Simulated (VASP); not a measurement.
Set up this calculation in VASP 6.6.1, as the native input.

- Task: relaxation of cell and atoms
- Functional: PBE
- Potentials or basis: VASP PAW PBE potentials, release 64 (B, F)
- Cutoff: 600 eV
- k mesh: 7 × 7 × 7
- Occupations: gaussian, width 0.2 eV
- Spin: no spin polarisation
- Dipole correction: no
- Further INCAR settings: ALGO = Normal; EDIFF = 1e-07; IBRION = 2; EDIFFG = -0.08; NSW = 36; ISIF = 3

The structure of BF lies in POSCAR:

```
BF
1.0
    2.7988243100      0.0000000000      0.0000000000
    0.0000000000      2.7988243100      0.0000000000
    0.0000000000      0.0000000000      2.7988243100
B F
1 1
Direct
    0.5000000000      0.5000000000      0.5000000000
    0.0000000000      0.0000000000      0.0000000000
```

The input as run:

INCAR

```
SYSTEM = BF
PREC = Accurate ; ENCUT = 600
EDIFF = 1E-7 ; ISMEAR = 0
SIGMA = 0.2 ; LREAL = .FALSE.
LASPH = .TRUE. ; NELM = 120
ALGO = Normal ; ISIF = 3
LWAVE = .FALSE. ; LCHARG = .FALSE.
GGA = PE ; IBRION = 2
NSW = 36 ; EDIFFG = -0.08
GGA_COMPAT = .FALSE. ; NELMIN = 4
```

KPOINTS

```
regular mesh
0
G
  7 7 7
  0 0 0
```

Potentials or basis: VASP PAW PBE potentials, release 64 (B, F).

Command:

```console
$ cat potpaw_PBE.64/B/POTCAR potpaw_PBE.64/F/POTCAR > POTCAR
$ mpirun -np 1 vasp_std > vasp.out
```

Results of the run:

* Pressure after relaxing: -0.9 GPa
* Band gap on the k mesh: 1.36 eV, indirect (least direct gap 1.60 eV)

Caveat: the relaxation stopped at its first step, so nothing moved.

It took 8.1 s on 1 thread of Intel Xeon 8259CL, with other jobs on the host, peak memory 0.13 GiB.
